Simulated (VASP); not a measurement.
# Zn8O7 (a cell with a defect) in VASP: further runs

Runs on Zn8O7 (a cell with a defect). Level: PBE. Tasks: single point.

Program: VASP 6.6.1. These are calculated values, not measurements. Logs are shortened: lines on timing, memory, paths and dates and some standing lists are left out, and cuts for length are marked.

### 1 The cell of the first run

The cell holds a defect, 15 atoms: a = 6.227 Å, b = 6.227 Å, c = 6.559 Å, α = 105.27°, β = 105.27°, γ = 116.44°.

### 2 Single point, PBE

The input, INCAR:

```
ALGO = Normal
EDIFF = 1E-6
ENCUT = 520
GGA = PE
ISIF = 2
ISMEAR = 0
LASPH = T
LCHARG = F
LREAL = Auto
LWAVE = F
NBANDS = 82
NELECT = 136.0
NELM = 60
PREC = Accurate
SIGMA = 0.05
```

The input, KPOINTS:

```
k-points
0
Gamma
  4 4 4
```

The input, POSCAR:

```
Zn8O7
1.0
   -3.2794753222      0.0000000000     -5.2931304608
   -3.2794753222      0.0000000000      5.2931304608
    3.2794753222      5.6802178802      0.0000000000
Zn O
8 7
Direct
    0.6871102514      0.5970472908      0.3501370972
    0.1547756546      0.1550346695      0.3470766512
    0.6606972882      0.6675508884      0.8348058296
    0.1523569061      0.1559840602      0.8412457235
    0.0267574613      0.5646096871      0.1339860576
    0.6110262473      0.0920328047      0.1253300516
    0.1011987206      0.5929230451      0.6637995372
    0.5989004256      0.1384781825      0.6915127347
    0.9929342596      0.3686953476      0.3257251815
    0.4871240608      0.8639638184      0.8030618008
    0.9891338355      0.3684340390      0.8314276142
    0.8621459329      0.7658569780      0.1779935244
    0.4031012486      0.2233093453      0.2014288931
    0.9000254722      0.7693812334      0.6841228773
    0.3818330153      0.2786887599      0.6827908862
```

Potentials or basis: VASP PAW PBE potentials, release 64 (Zn, O).

Launch:

```console
> cat potpaw_PBE.64/Zn/POTCAR potpaw_PBE.64/O/POTCAR > POTCAR
> mpirun -np 1 vasp_std > vasp.out
```

OUTCAR:

```text
EDIFF = 1E-6
   ENCUT = 520
   GGA = PE
   ISIF = 2
   ISMEAR = 0
   LASPH = T
   LREAL = Auto
   NELECT = 136.0
   NELM = 60
   PREC = Accurate

 ion  position               nearest neighbor table
   1  0.687  0.597  0.350-  14 1.92  13 1.93  12 1.95   6 2.85   7 2.86   5 2.89
   2  0.155  0.155  0.347-  13 1.97  15 1.98  12 2.00   9 2.01
   3  0.661  0.668  0.835-  14 1.97  10 1.97  15 1.99  12 2.03   8 2.99   5 3.01   6 3.02
   4  0.152  0.156  0.841-  14 1.95  15 1.98  11 2.00  13 2.27
   5  0.027  0.565  0.134-  11 1.93  12 1.95   9 1.96   8 2.85   1 2.89   6 2.90   3 3.01
   6  0.611  0.092  0.125-  13 1.91  10 1.91   9 1.97   1 2.85   5 2.90   8 2.92   3 3.02
   7  0.101  0.593  0.664-  10 1.97  11 2.00  14 2.01   9 2.02   1 2.86
   8  0.599  0.138  0.692-  15 1.90  10 1.95  11 1.96   5 2.85   6 2.92   3 2.99
   9  0.993  0.369  0.326-   5 1.96   6 1.97   2 2.01   7 2.02
  10  0.487  0.864  0.803-   6 1.91   8 1.95   7 1.97   3 1.97
  11  0.989  0.368  0.831-   5 1.93   8 1.96   7 2.00   4 2.00
  12  0.862  0.766  0.178-   5 1.95   1 1.95   2 2.00   3 2.03
  13  0.403  0.223  0.201-   6 1.91   1 1.93   2 1.97   4 2.27
  14  0.900  0.769  0.684-   1 1.92   4 1.95   3 1.97   7 2.01
  15  0.382  0.279  0.683-   8 1.90   4 1.98   2 1.98   3 1.99

  LATTYP: Found a face centered orthorhombic cell.
 ALAT       =     6.5589506444
 B/A-ratio  =     1.6140174695
 C/A-ratio  =     1.7320508076

  Lattice vectors:

 A1 = (   0.0000000000,   5.6802178802,   5.2931304608)
 A2 = (  -3.2794753222,   5.6802178802,   0.0000000000)
 A3 = (  -3.2794753222,   0.0000000000,   5.2931304608)

Analysis of symmetry for initial positions (statically):
=====================================================================
 Subroutine PRICEL returns:
 Original cell was already a primitive cell.

 Routine SETGRP: Setting up the symmetry group for a
 face centered orthorhombic supercell.

 Subroutine GETGRP returns: Found  1 space group operations
 (whereof  1 operations were pure point group operations)
 out of a pool of  8 trial point group operations.

The static configuration has the point symmetry C_1 .

Analysis of symmetry for dynamics (positions and initial velocities):
=====================================================================
 Subroutine PRICEL returns:
 Original cell was already a primitive cell.

 Routine SETGRP: Setting up the symmetry group for a
 face centered orthorhombic supercell.
[... 147 lines left out ...]
   EFERMI_NEDOS =   21; number of points for ismear=-14 and -15
   IALGO  =     38    algorithm
   IMIX   =      4    mixing-type and parameters
     AMIX     =   0.40;   BMIX     =  1.00
     AMIX_MAG =   1.60;   BMIX_MAG =  1.00
  volume/ion in A,a.u.               =      13.15        88.72
  Fermi-wavevector in a.u.,A,eV,Ry     =   1.446385  2.733271 28.463778  2.092029
  Thomas-Fermi vector in A             =   2.564459
   LORBIT       =      0    0 simple, 1 ext, 2 COOP (PROOUT), +10 PAW based schemes
   GGA     = PE    functional components
   LHFCALC =     F    Hartree Fock is set to
   AEXX    =    0.0000 exact exchange contribution
   IVDW    =     0    specifies the selected vdW correction
   LEPSILON=     F    determine dielectric tensor
   LRPA    =     F    only Hartree local field effects (RPA)
 non-spin polarized calculation
 Gauss-broadening in eV      SIGMA  =   0.05
  energy-cutoff  :      520.00
  volume of cell :      197.20
 maximum number of plane-waves:      5348
 NGX is ok and might be reduce to    48
   NGX = 23   NGY = 23   NGZ = 25

 number of electron     136.0000012 magnetization

 Free energy of the ion-electron system (eV)
  ---------------------------------------------------
  ext. energy  EPLUGINS =         0.00000000
  ---------------------------------------------------
  free energy    TOTEN  =       -65.51941272 eV

  energy without entropy =      -65.51933644  energy(sigma->0) =      -65.51937458

 E-fermi :   0.6306     XC(G=0): -10.2218

 val. band max:        0.5521116493   @ k =   0.0000   0.0000   0.0000
 cond. band min:       0.7088701922   @ k =   0.0000   0.0000   0.0000
 fundamental gap:      0.1567585428
 Fermi energy:         0.6305814341

 k-point     1 :       0.0000    0.0000    0.0000
  band No.  band energies     occupation
      1     -17.3057      2.00000
      2     -16.8115      2.00000
      3     -16.7898      2.00000
      4     -16.6565      2.00000
      5     -16.5547      2.00000
      6     -16.4882      2.00000
[... 1981 lines left out ...]
     79       8.8333      0.00000
     80       9.1482      0.00000

 [... further k-points ...]

 [bands above 80 left out]

------------------------ aborting loop because EDIFF is reached ----------------------------------------

  FORCE on cell =-STRESS in cart. coord.  units (eV):
  Direction    XX          YY          ZZ          XY          YZ          ZX
  --------------------------------------------------------------------------------------
  -------------------------------------------------------------------------------------
  Total       -7.6321932     -8.4829633     -7.4984611     -0.4677820      1.3550440      0.6482851
  in kB      -62.0080369    -68.9201505    -60.9215254     -3.8005120     11.0091056      5.2670163
  external PRESSURE =     -63.9499043 kB  Pullay stress =       0.0000000 kB

 VOLUME and BASIS-vectors are now :
 -----------------------------------------------------------------------------
  energy-cutoff  :      520.00
  volume of cell :      197.20
      direct lattice vectors                 reciprocal lattice vectors
    -3.279475322  0.000000000 -5.293130461    -0.152463413  0.088024792 -0.094462059
    -3.279475322  0.000000000  5.293130461    -0.152463413  0.088024792  0.094462059
     3.279475322  5.680217880  0.000000000     0.000000000  0.176049585  0.000000000

 POSITION                                       TOTAL-FORCE (eV/Angst)
 -----------------------------------------------------------------------------------
     -3.06310      1.98886     -0.47672        -0.094925      0.006135      0.154740
      0.12221      1.97147      0.00137        -0.002664      0.008740     -0.017973
     -1.61823      4.74188      0.03628         0.002791      0.000614     -0.046878
      1.74765      4.77846      0.01920        -0.051198      0.373445     -0.213042
     -1.49997      0.76107      2.84692         0.019407      0.040277     -0.039669
     -1.89465      0.71190     -2.74710         0.032332      0.095002      0.011891
     -0.09944      3.77053      2.60276         0.071556      0.018171      0.000521
     -0.15042      3.92794     -2.43707         0.081423      0.187041     -0.144064
     -3.39722      1.85019     -3.30418         0.087100      0.076125      0.000843
     -1.79724      4.56157      1.99466         0.125948      0.035321     -0.071703
     -1.72546      4.72269     -3.28544        -0.003490      0.017761     -0.144923
     -4.75527      1.01104     -0.50967        -0.082437     -0.034269      0.005628
     -1.39372      1.14416     -0.95166        -0.162662     -0.739666      0.582865
     -3.23121      3.88597     -0.69152        -0.008150     -0.007824     -0.000970
      0.07303      3.87840     -0.54596        -0.015030     -0.076875     -0.077269
 -----------------------------------------------------------------------------------
    total drift:                               -0.008786      0.004599      0.007310

  FREE ENERGIE OF THE ION-ELECTRON SYSTEM (eV)
  ---------------------------------------------------
  free  energy   TOTEN  =       -65.5194127230 eV

  energy  without entropy=      -65.5193364423  energy(sigma->0) =      -65.51937458
```

stdout:

```text
POSCAR found type information on POSCAR ZnO
 POSCAR found :  2 types and      15 ions
 scaLAPACK will be used
 LDA part: xc-table for (Slater+PW92), standard interpolation
 POSCAR, INCAR and KPOINTS ok, starting setup
 FFT: planning ... GRIDC
 FFT: planning ... GRID_SOFT
 FFT: planning ... GRID
 WAVECAR not read
 entering main loop
 the old and the new charge density differ
 old charge density:   138.00000 new  136.00000
    0.268E+01
```

It took 30 min on 1 thread of Intel Xeon Platinum 8488C (Sapphire Rapids), shared host; peak memory 0.53 GiB.

What came out:

* Free energy: -65.5194 eV
* Largest force: 0.956 eV/Å

Forces in eV/Å, atoms in the order of the input:
```
Zn  -0.095  0.006  0.155
Zn  -0.003  0.009 -0.018
Zn   0.003  0.001 -0.047
Zn  -0.051  0.373 -0.213
Zn   0.019  0.040 -0.040
Zn   0.032  0.095  0.012
Zn   0.072  0.018  0.001
Zn   0.081  0.187 -0.144
O    0.087  0.076  0.001
O    0.126  0.035 -0.072
O   -0.003  0.018 -0.145
O   -0.082 -0.034  0.006
O   -0.163 -0.740  0.583
O   -0.008 -0.008 -0.001
O   -0.015 -0.077 -0.077
```

Levels at points of the mesh, in eV from the Fermi level:
| k point | band 66 | band 67 | band 68 | band 69 | band 70 | band 71 |
| --- | --- | --- | --- | --- | --- | --- |
| (0.00, 0.00, 0.00) | -0.26 | -0.13 | -0.08 | 0.08 | 3.09 | 4.81 |
| (0.50, 0.00, 0.00) | -0.69 | -0.61 | -0.58 | 2.42 | 2.81 | 4.62 |
| (0.00, 0.50, 0.50) | -0.74 | -0.51 | -0.44 | 2.35 | 2.94 | 4.48 |
| (0.00, 0.50, 0.00) | -0.78 | -0.57 | -0.47 | 2.41 | 2.75 | 4.70 |
| (0.50, 0.00, 0.50) | -0.72 | -0.60 | -0.46 | 2.32 | 2.80 | 4.67 |
| (0.50, 0.50, 0.00) | -0.62 | -0.31 | -0.23 | 2.02 | 2.80 | 4.10 |
| (0.00, 0.00, 0.50) | -0.73 | -0.33 | -0.26 | 2.00 | 2.57 | 4.49 |
| (0.50, 0.50, 0.50) | -0.97 | -0.89 | -0.63 | 2.91 | 3.71 | 3.78 |

Caveat: the cell carries a net charge on a neutralising background, which shifts energy and pressure; the cell is charged against a uniform background, so pressure and absolute levels hang on convention.

### 3 Single point, PBE

The input, INCAR:

```
SYSTEM = Zn8O7
ALGO     = Normal         ! electronic algorithm
EDIFF    = 1E-6           ! SCF threshold, eV
ENCUT    = 520            ! plane-wave cutoff, eV
GGA      = PE             ! functional
ISIF     = 2              ! what is computed and relaxed
ISMEAR   = 0              ! smearing method
LASPH    = .TRUE.         ! aspherical terms in the spheres
LCHARG   = .FALSE.        ! write CHGCAR
LREAL    = Auto         
LWAVE    = .FALSE.        ! write WAVECAR
NBANDS   = 82             ! bands
NELECT   = 136.0        
NELM     = 100            ! most SCF steps
PREC     = Accurate       ! precision mode
SIGMA    = 0.05           ! smearing width, eV
```

The input, KPOINTS:

```
k-points
0
G
  4 4 4
  0 0 0
```

The input, POSCAR:

```
Zn8O7
1.0
   -3.2794753222      0.0000000000     -5.2931304608
   -3.2794753222      0.0000000000      5.2931304608
    3.2794753222      5.6802178802      0.0000000000
Zn O
8 7
Direct
    0.7480681742      0.6691621274      0.3705775103
    0.1737917536      0.1524355825      0.3435868203
    0.6314491323      0.6515140071      0.8262431299
    0.1031017254      0.1377789360      0.7980450919
    0.0996039528      0.6149436029      0.1572504821
    0.6358658239      0.0846260572      0.1513380328
    0.1055577114      0.5796916892      0.6672825022
    0.5743143614      0.1085710705      0.6575819940
    1.0187085884      0.3751026872      0.3242935463
    0.4833446366      0.8738443636      0.8159063785
    0.9716675022      0.3637474776      0.8323997600
    0.8497045779      0.7622310113      0.1582756188
    0.4070159439     -0.0003418599      0.3049633019
    0.8836109350      0.7488774336      0.6824562159
    0.3649828120      0.2714727420      0.6875771462
```

Potentials or basis: VASP PAW PBE potentials, release 64 (Zn, O).

Launch:

```console
> cat potpaw_PBE.64/Zn/POTCAR potpaw_PBE.64/O/POTCAR > POTCAR
> mpirun -np 1 vasp_std > vasp.out
```

OUTCAR:

```text
SYSTEM = Zn8O7
   EDIFF = 1E-6
   ENCUT = 520
   GGA = PE
   ISIF = 2
   ISMEAR = 0
   LASPH = .TRUE.
   LREAL = Auto
   NELECT = 136.0
   NELM = 100
   PREC = Accurate

 ion  position               nearest neighbor table
   1  0.748  0.669  0.371-  12 1.80  14 1.82   4 2.82   7 2.91   5 2.98
   2  0.174  0.152  0.344-  15 1.99   9 2.02  12 2.06  13 2.09   8 2.96   5 3.01   6 3.04
   3  0.631  0.652  0.826-  15 1.94  12 1.97  10 1.98  14 1.99   7 2.94   6 2.95
   4  0.103  0.138  0.798-  15 1.90  11 1.91  14 1.96   1 2.82
   5  0.100  0.615  0.157-  11 1.97  13 2.01   9 2.04  12 2.13   1 2.98   2 3.01
   6  0.636  0.085  0.151-  13 1.92  10 1.93   9 1.97   3 2.95   2 3.04
   7  0.106  0.580  0.667-  10 1.96  11 1.98   9 2.05  14 2.08   1 2.91   3 2.94
   8  0.574  0.109  0.658-  10 1.98  15 1.99  11 2.00  13 2.04   2 2.96
   9  0.019  0.375  0.324-   6 1.97   2 2.02   5 2.04   7 2.05
  10  0.483  0.874  0.816-   6 1.93   7 1.96   8 1.98   3 1.98
  11  0.972  0.364  0.832-   4 1.91   5 1.97   7 1.98   8 2.00
  12  0.850  0.762  0.158-   1 1.80   3 1.97   2 2.06   5 2.13
  13  0.407  1.000  0.305-   6 1.92   5 2.01   8 2.04   2 2.09
  14  0.884  0.749  0.682-   1 1.82   4 1.96   3 1.99   7 2.08
  15  0.365  0.271  0.688-   4 1.90   3 1.94   8 1.99   2 1.99

  LATTYP: Found a face centered orthorhombic cell.
 ALAT       =     6.5589506444
 B/A-ratio  =     1.6140174695
 C/A-ratio  =     1.7320508076

  Lattice vectors:

 A1 = (   0.0000000000,   5.6802178802,   5.2931304608)
 A2 = (  -3.2794753222,   5.6802178802,   0.0000000000)
 A3 = (  -3.2794753222,   0.0000000000,   5.2931304608)

Analysis of symmetry for initial positions (statically):
=====================================================================
 Subroutine PRICEL returns:
 Original cell was already a primitive cell.

 Routine SETGRP: Setting up the symmetry group for a
[... 179 lines left out ...]
  energy-cutoff  :      520.00
  volume of cell :      197.20
 maximum number of plane-waves:      5348
 NGX is ok and might be reduce to    48
   NGX = 23   NGY = 23   NGZ = 25

 number of electron     135.9999989 magnetization

 Free energy of the ion-electron system (eV)
  ---------------------------------------------------
  ext. energy  EPLUGINS =         0.00000000
  ---------------------------------------------------
  free energy    TOTEN  =       -65.22639711 eV

  energy without entropy =      -65.22610602  energy(sigma->0) =      -65.22625157

 E-fermi :   0.6542     XC(G=0): -10.2597

 val. band max:        0.6009697865   @ k =   0.0000   0.0000   0.0000
 cond. band min:       0.7070363787   @ k =   0.0000   0.0000   0.0000
 fundamental gap:      0.1060665922
 Fermi energy:         0.6541760480

 k-point     1 :       0.0000    0.0000    0.0000
  band No.  band energies     occupation
      1     -17.4927      2.00000
      2     -17.0153      2.00000
      3     -16.7912      2.00000
      4     -16.4983      2.00000
      5     -16.4541      2.00000
      6     -16.3844      2.00000
[... 1981 lines left out ...]
     79       8.5453      0.00000
     80       8.8660      0.00000

 [... further k-points ...]

 [bands above 80 left out]

------------------------ aborting loop because EDIFF is reached ----------------------------------------

  FORCE on cell =-STRESS in cart. coord.  units (eV):
  Direction    XX          YY          ZZ          XY          YZ          ZX
  --------------------------------------------------------------------------------------
  -------------------------------------------------------------------------------------
  Total       -9.3981914     -6.9171787    -10.1369988      0.4917520      0.3165662      1.0583235
  in kB      -76.3559546    -56.1988753    -82.3584227      3.9952571      2.5719541      8.5983883
  external PRESSURE =     -71.6377508 kB  Pullay stress =       0.0000000 kB

 VOLUME and BASIS-vectors are now :
 -----------------------------------------------------------------------------
  energy-cutoff  :      520.00
  volume of cell :      197.20
      direct lattice vectors                 reciprocal lattice vectors
    -3.279475322  0.000000000 -5.293130461    -0.152463413  0.088024792 -0.094462059
    -3.279475322  0.000000000  5.293130461    -0.152463413  0.088024792  0.094462059
     3.279475322  5.680217880  0.000000000     0.000000000  0.176049585  0.000000000

 POSITION                                       TOTAL-FORCE (eV/Angst)
 -----------------------------------------------------------------------------------
     -3.43247      2.10496     -0.41766         0.029601     -0.039069      0.094764
      0.05693      1.95165     -0.11304        -0.035588     -0.056690     -0.041617
     -1.49780      4.69324      0.10621        -0.017961     -0.035803      0.018963
      1.82721      4.53307      0.18355         0.031821      0.042612     -0.003600
     -1.82764      0.89322      2.72776        -0.020284      0.022575     -0.021696
     -1.86653      0.85963     -2.91778         0.010170      0.059848     -0.019532
     -0.05892      3.79031      2.50965         0.009001     -0.021649      0.014790
     -0.08298      3.73521     -2.46524         0.013065      0.013221     -0.031497
     -0.22798      1.84206      1.88644        -0.036922     -0.000293     -0.000096
     -1.77512      4.63453      2.06697        -0.003796     -0.004439      0.015170
     -1.64963      4.72821     -3.21780         0.026009      0.001465      0.027254
     -4.76724      0.89904     -0.46301        -0.121908     -0.094815      0.017645
     -3.61303      1.73226      3.13693         0.107227      0.004279     -0.038034
     -3.11561      3.87650     -0.71316         0.031577      0.106095     -0.024474
      0.16765      3.90559     -0.49496        -0.022011      0.002662     -0.008042
 -----------------------------------------------------------------------------------
    total drift:                               -0.003635     -0.003989     -0.004740

  FREE ENERGIE OF THE ION-ELECTRON SYSTEM (eV)
  ---------------------------------------------------
  free  energy   TOTEN  =       -65.2263971113 eV

  energy  without entropy=      -65.2261060195  energy(sigma->0) =      -65.22625157
```

stdout:

```text
POSCAR found type information on POSCAR ZnO
 POSCAR found :  2 types and      15 ions
 scaLAPACK will be used
 LDA part: xc-table for (Slater+PW92), standard interpolation
 POSCAR, INCAR and KPOINTS ok, starting setup
 FFT: planning ... GRIDC
 FFT: planning ... GRID_SOFT
 FFT: planning ... GRID
 WAVECAR not read
 entering main loop
 the old and the new charge density differ
 old charge density:   138.00000 new  136.00000
    0.269E+01
```

Wall time 44 min (1 thread of Intel Xeon 8259CL, shared host); peak memory 0.54 GiB.

What came out:

* Free energy: -65.2264 eV
* Largest force: 0.155 eV/Å

Forces in eV/Å, atoms in the order of the input:
```
Zn   0.030 -0.039  0.095
Zn  -0.036 -0.057 -0.042
Zn  -0.018 -0.036  0.019
Zn   0.032  0.043 -0.004
Zn  -0.020  0.023 -0.022
Zn   0.010  0.060 -0.020
Zn   0.009 -0.022  0.015
Zn   0.013  0.013 -0.031
O   -0.037  0.000  0.000
O   -0.004 -0.004  0.015
O    0.026  0.001  0.027
O   -0.122 -0.095  0.018
O    0.107  0.004 -0.038
O    0.032  0.106 -0.024
O   -0.022  0.003 -0.008
```

Levels at points of the mesh, in eV from the Fermi level:
```
           k point  band 66  band 67  band 68  band 69  band 70  band 71
(0.00, 0.00, 0.00)    -0.38    -0.19    -0.05     0.05     3.36     4.39
(0.50, 0.00, 0.00)    -0.78    -0.63    -0.37     2.18     2.54     4.29
(0.00, 0.50, 0.50)    -0.63    -0.53    -0.37     2.06     2.94     4.43
(0.00, 0.50, 0.00)    -0.81    -0.68    -0.42     2.15     2.76     4.40
(0.50, 0.00, 0.50)    -0.69    -0.54    -0.36     2.07     2.93     4.19
(0.50, 0.50, 0.00)    -0.60    -0.38    -0.19     1.99     2.66     3.83
(0.00, 0.00, 0.50)    -0.66    -0.31    -0.26     1.76     2.65     4.69
(0.50, 0.50, 0.50)    -0.85    -0.82    -0.56     2.53     3.48     3.52
```

Caveat: the cell carries a net charge on a neutralising background, which shifts energy and pressure; the cell is charged against a uniform background, so pressure and absolute levels hang on convention.
